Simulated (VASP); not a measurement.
Input of a VASP 6.6.1 run:

File INCAR:

```
PREC = Accurate ; ENCUT = 520
EDIFF = 1E-6 ; ISMEAR = -1
SIGMA = 0.05 ; LREAL = False
LASPH = True ; NELM = 150
ALGO = Normal ; ISIF = 2
LWAVE = False ; LCHARG = False
ISPIN = 2 ; MAGMOM = 2 0
LORBIT = 11 ; LMAXMIX = 4
GGA = PE ; IVDW = 12
NBANDS = 18
```

Contents of KPOINTS:

```
Automatic mesh
0
Gamma
  11 11 11
```

Contents of POSCAR:

```
CoO
1.0
    0.0000000000      2.1273253729      2.1273253729
    2.1273253729      0.0000000000      2.1273253729
    2.1273253729      2.1273253729      0.0000000000
Co O
1 1
Direct
    0.0000000000      0.0000000000      0.0000000000
    0.5000000000      0.5000000000      0.5000000000
```

Potentials or basis: VASP PAW PBE potentials, release 64 (Co, O).

The run is started by

```sh
$ cat potpaw_PBE.64/Co/POTCAR potpaw_PBE.64/O/POTCAR > POTCAR
$ mpirun -np 1 vasp_std > vasp.out
```

Task: What does it give for the site moments?

Result: Co +2.54; O +0.29 μB.

Task: What does it give for the dispersion energy per atom?

Result: -0.259 eV.

Caveat: a cell with one magnetic atom can't hold antiferromagnetic order, which such compounds often take.
